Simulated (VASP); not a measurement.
# InSe (C2/m) in VASP: a series of runs

Aim: see how the results for InSe move with the level of theory and the settings. Levels: PBEsol, LDA. Tasks: single point.

All numbers are computed with VASP 6.6.1; they aren't measurements. Logs are shortened: lines on timing, memory, paths and dates and some standing lists are left out, and cuts for length are marked.

### 1 The cell of the first run

The structure is monoclinic, space group C2/m (No. 12). Conventional cell: a = 11.653 Å, b = 4.109 Å, c = 5.073 Å, α = 90.00°, β = 109.86°, γ = 90.00°. Within 3.5 Å of In (site symmetry m) lie 3 Se at 2.68 to 2.69 Å and 1 In at 2.80 Å. Se (site symmetry m) has 7 In at 2.68 to 4.18 Å and 7 Se at 3.55 to 4.11 Å within 4.2 Å.

### 2 Single point, PBEsol

The input, INCAR:

```
ALGO     = Normal         # electronic algorithm
EDIFF    = 1E-6           # SCF threshold, eV
ENCUT    = 500            # plane-wave cutoff, eV
GGA      = PS             # functional
GGA_COMPAT= False        
ISIF     = 2              # what is computed and relaxed
ISMEAR   = 0              # smearing method
LASPH    = True           # aspherical terms in the spheres
LCHARG   = True           # write CHGCAR
LELF     = True           # ELF
LREAL    = False          # projectors in reciprocal space
LVHAR    = True         
LWAVE    = False          # write WAVECAR
NBANDS   = 27             # bands
NELM     = 120            # most SCF steps
PREC     = Accurate       # precision mode
SIGMA    = 0.01           # smearing width, eV
```

The input, KPOINTS:

```
k-points
0
Gamma
  4 4 4
```

The input, POSCAR:

```
InSe
1.0
    5.8263928781     -2.0546489550      0.0000000000
    5.8263928781      2.0546489550      0.0000000000
   -1.7232330140      0.0000000000      4.7713478577
In Se
2 2
Direct
    0.8882032500      0.8882032500      0.0468413600
    0.1117967500      0.1117967500      0.9531586400
    0.6609275900      0.6609275900      0.6689556200
    0.3390724100      0.3390724100      0.3310443800
```

Potentials or basis: VASP PAW PBE potentials, release 64 (In_d, Se).

On the command line:

```console
cat potpaw_PBE.64/In_d/POTCAR potpaw_PBE.64/Se/POTCAR > POTCAR
mpirun -np 1 vasp_std > vasp.out
```

OUTCAR:

```text
EDIFF = 1E-6
   ENCUT = 500
   GGA = PS
   ISIF = 2
   ISMEAR = 0
   LASPH = True
   LREAL = False
   NELM = 120
   PREC = Accurate

 ion  position               nearest neighbor table
   1  0.888  0.888  0.047-   4 2.68   4 2.68   3 2.69   2 2.80   2 3.71   2 3.71
   2  0.112  0.112  0.953-   3 2.68   3 2.68   4 2.69   1 2.80   1 3.71   1 3.71
   3  0.661  0.661  0.669-   2 2.68   2 2.68   1 2.69
   4  0.339  0.339  0.331-   1 2.68   1 2.68   2 2.69

  LATTYP: Found a base centered monoclinic cell.
 ALAT       =    11.6527857562
 B/A-ratio  =     0.3526451096
 C/A-ratio  =     0.4353462338
 COS(beta)  =    -0.3396874117

  Lattice vectors:

 A1 = (   5.8263928781,  -2.0546489550,   0.0000000000)
 A2 = (   5.8263928781,   2.0546489550,   0.0000000000)
 A3 = (  -1.7232330140,   0.0000000000,   4.7713478577)

Analysis of symmetry for initial positions (statically):
=====================================================================
 Subroutine PRICEL returns:
 Original cell was already a primitive cell.

 Routine SETGRP: Setting up the symmetry group for a
 base centered monoclinic supercell.

 Subroutine GETGRP returns: Found  4 space group operations
 (whereof  4 operations were pure point group operations)
 out of a pool of  4 trial point group operations.

The static configuration has the point symmetry C_2h.

Analysis of symmetry for dynamics (positions and initial velocities):
=====================================================================
 Subroutine PRICEL returns:
 Original cell was already a primitive cell.

 Routine SETGRP: Setting up the symmetry group for a
 base centered monoclinic supercell.

 Subroutine GETGRP returns: Found  4 space group operations
 (whereof  4 operations were pure point group operations)
 out of a pool of  4 trial point group operations.

The dynamic configuration has the point symmetry C_2h.

 Subroutine INISYM returns: Found  4 space group operations
 (whereof  4 operations are pure point group operations),
 and found     1 'primitive' translations

----------------------------------------------------------------------------------------

                                     Primitive cell
[... 88 lines left out ...]
   ISPIN  =      1    spin polarized calculation?
   LNONCOLLINEAR =      F non collinear calculations
   LSORBIT =      F    spin-orbit coupling
   LASPH  =      T    aspherical Exc in radial PAW
   ENCUT  =  500.0 eV  36.75 Ry    6.06 a.u.  11.26 11.26  9.25*2*pi/ulx,y,z
   NELM   =    120;   NELMIN=  2; NELMDL= -5     # of ELM steps
   EDIFF  = 0.1E-05   stopping-criterion for ELM
   LREAL  =      F    real-space projection
   EDIFFG = 0.1E-04   stopping-criterion for IOM
   NSW    =      0    number of steps for IOM
   IBRION =     -1    ionic relax: 0-MD 1-quasi-New 2-CG
   NFREE  =      0    steps in history (QN), initial steepest desc. (CG)
   ISIF   =      2    stress and relaxation
   ISYM   =      2    0-nonsym 1-usesym 2-fastsym
   POTIM  = 0.5000    time-step for ionic-motion
   TEBEG  =    0.0;   TEEND  =   0.0 temperature during run
   PSTRESS=    0.0 pullay stress
   NELECT =      38.0000    total number of electrons
   NUPDOWN=      -1.0000    fix difference up-down
   EMIN   =  10.00;   EMAX   =-10.00  energy-range for DOS
   EFERMI =   0.00;   METHOD = LEGACY
   ISMEAR =     0;   SIGMA  =   0.01  broadening in eV -4-tet -1-fermi 0-gaus
   EFERMI_NEDOS =   21; number of points for ismear=-14 and -15
   IALGO  =     38    algorithm
   IMIX   =      4    mixing-type and parameters
     AMIX     =   0.40;   BMIX     =  1.00
     AMIX_MAG =   1.60;   BMIX_MAG =  1.00
  volume/ion in A,a.u.               =      28.56       192.73
  Fermi-wavevector in a.u.,A,eV,Ry     =   1.134314  2.143542 17.506177  1.286668
  Thomas-Fermi vector in A             =   2.271018
   LORBIT       =      0    0 simple, 1 ext, 2 COOP (PROOUT), +10 PAW based schemes
   GGA     = PS    functional components
   LHFCALC =     F    Hartree Fock is set to
   AEXX    =    0.0000 exact exchange contribution
   IVDW    =     0    specifies the selected vdW correction
   LEPSILON=     F    determine dielectric tensor
   LRPA    =     F    only Hartree local field effects (RPA)
 non-spin polarized calculation
 Gauss-broadening in eV      SIGMA  =   0.01
  energy-cutoff  :      500.00
  volume of cell :      114.24
 maximum number of plane-waves:      2926
 NGX is ok and might be reduce to    48
   NGX = 23   NGY = 23   NGZ = 19

 number of electron      38.0000006 magnetization

 Free energy of the ion-electron system (eV)
  ---------------------------------------------------
  ext. energy  EPLUGINS =         0.00000000
  ---------------------------------------------------
  free energy    TOTEN  =       -15.49428031 eV

  energy without entropy =      -15.49428031  energy(sigma->0) =      -15.49428031

 E-fermi :   3.8451     XC(G=0):  -9.2695

 val. band max:        3.7476151207   @ k =   0.5000   0.5000   0.0000
 cond. band min:       4.8623400216   @ k =   0.0000   0.0000   0.5000
 fundamental gap:      1.1147249009
 Fermi energy:         3.8451390435

 k-point     1 :       0.0000    0.0000    0.0000
  band No.  band energies     occupation
      1     -10.6396      2.00000
      2     -10.5233      2.00000
      3     -10.3344      2.00000
      4     -10.3043      2.00000
      5     -10.2659      2.00000
      6     -10.2622      2.00000
[... 709 lines left out ...]
     26      10.7550      0.00000
     27      11.4791      0.00000

------------------------ aborting loop because EDIFF is reached ----------------------------------------

  FORCE on cell =-STRESS in cart. coord.  units (eV):
  Direction    XX          YY          ZZ          XY          YZ          ZX
  --------------------------------------------------------------------------------------
  -------------------------------------------------------------------------------------
  Total       -1.0313098     -0.5220686     -0.6951958      0.0000000      0.0000000      0.0044518
  in kB      -14.4640941     -7.3219995     -9.7501039      0.0000000      0.0000000      0.0624359
  external PRESSURE =     -10.5120658 kB  Pullay stress =       0.0000000 kB

 VOLUME and BASIS-vectors are now :
 -----------------------------------------------------------------------------
  energy-cutoff  :      500.00
  volume of cell :      114.24
      direct lattice vectors                 reciprocal lattice vectors
     5.826392878 -2.054648955  0.000000000     0.085816389 -0.243350573  0.030993681
     5.826392878  2.054648955  0.000000000     0.085816389  0.243350573  0.030993681
    -1.723233014  0.000000000  4.771347858     0.000000000  0.000000000  0.209584384

 POSITION                                       TOTAL-FORCE (eV/Angst)
 -----------------------------------------------------------------------------------
     10.26932      0.00000      0.22350        -0.025799      0.000000     -0.016007
     -0.33977      0.00000      4.54785         0.025799      0.000000      0.016007
      6.54888      0.00000      3.19182         0.017739      0.000000     -0.089887
      3.38067      0.00000      1.57953        -0.017739      0.000000      0.089887
 -----------------------------------------------------------------------------------
    total drift:                               -0.000000     -0.000000      0.000000

  FREE ENERGIE OF THE ION-ELECTRON SYSTEM (eV)
  ---------------------------------------------------
  free  energy   TOTEN  =       -15.4942803131 eV

  energy  without entropy=      -15.4942803131  energy(sigma->0) =      -15.49428031
```

stdout:

```text
POSCAR found type information on POSCAR InSe
 POSCAR found :  2 types and       4 ions
 scaLAPACK will be used
 -----------------------------------------------------------------------------
|                                                                             |
|                                                                             |
|     You enforced a specific xc type in the INCAR file but a different       |
|     I HOPE YOU KNOW WHAT YOU ARE DOING!                                     |
|                                                                             |
 -----------------------------------------------------------------------------

 LDA part: xc-table for (Slater+PW92), standard interpolation
 POSCAR, INCAR and KPOINTS ok, starting setup
 FFT: planning ... GRIDC
 FFT: planning ... GRID_SOFT
 FFT: planning ... GRID
 WAVECAR not read
 entering main loop
```

Run time: 44 s. Hardware: 1 thread of Intel Xeon 6975P-C (Granite Rapids), shared host; peak memory 0.31 GiB.

What came out:

| Property | Result |
| --- | --- |
| Free energy | -15.4943 eV |
| Pressure | -1.1 GPa |
| Largest force | 0.092 eV/Å |
| Band gap on the k mesh | 1.11 eV (least direct gap 1.44 eV) |

Forces on the atoms (eV/Å):
```
In  -0.026  0.000 -0.016
In   0.026  0.000  0.016
Se   0.018  0.000 -0.090
Se  -0.018  0.000  0.090
```

Caveat: the PAW data sets were made with another functional, which shifts forces and pressure a little; spin-orbit coupling is left out, which moves the levels of the heavy elements.

### 3 Single point, PBEsol

The input, INCAR:

```
PREC = Accurate ; ENCUT = 500
EDIFF = 1E-6 ; ISMEAR = -1
SIGMA = 0.02 ; LREAL = F
LASPH = T ; NELM = 120
ALGO = Normal ; ISIF = 2
LWAVE = F ; LCHARG = F
GGA = PS ; NBANDS = 27
GGA_COMPAT = F
```

The input, KPOINTS:

```
regular mesh
0
Gamma
  6 6 6
```

POSCAR is that of step 2.

Potentials or basis: VASP PAW PBE potentials, release 64 (In_d, Se).

On the command line:

```console
cat potpaw_PBE.64/In_d/POTCAR potpaw_PBE.64/Se/POTCAR > POTCAR
mpirun -np 1 vasp_std > vasp.out
```

Wall time 2.1 min (1 thread of Intel Xeon 6975P-C (Granite Rapids), shared host); peak memory 0.38 GiB.

It converged, with:

* Free energy: -15.5018 eV
* Pressure: -1.1 GPa
* Largest force: 0.082 eV/Å
* Band gap on the k mesh: 1.08 eV (least direct gap 1.35 eV)

Forces on the atoms (eV/Å):
```
In  -0.014  0.000 -0.012
In   0.014  0.000  0.012
Se   0.012  0.000 -0.081
Se  -0.012  0.000  0.081
```

Stress tensor (GPa, compression positive):
```
-1.37  0.00  0.02
 0.00 -1.00  0.00
 0.02  0.00 -0.85
```

Levels at points of the mesh, in eV from the valence-band top:
```csv
k point,band 16,band 17,band 18,band 19,band 20,band 21,band 22,band 23
"(0.00, 0.00, 0.00)",-2.23,-1.96,-1.34,-1.12,2.67,2.96,3.58,4.83
"(0.50, 0.00, 0.00)",-2.15,-1.78,-1.54,-1.17,1.61,2.40,3.64,3.65
"(0.50, 0.50, 0.00)",-2.35,-1.17,-0.67,-0.04,1.47,2.59,3.35,3.96
"(0.00, 0.00, 0.50)",-1.76,-1.44,-1.04,-0.37,1.08,2.06,3.53,3.89
"(0.50, 0.00, 0.50)",-2.95,-2.13,-2.09,-1.28,2.45,3.38,3.66,4.69
"(0.50, 0.50, 0.50)",-1.66,-1.27,-0.71,-0.47,2.14,2.97,3.40,4.72
```

Caveat: the PAW data sets were made with another functional, which shifts forces and pressure a little; spin-orbit coupling is left out, which moves the levels of the heavy elements. A k mesh can miss the band edges.

(Continued in part 2 of 2.)
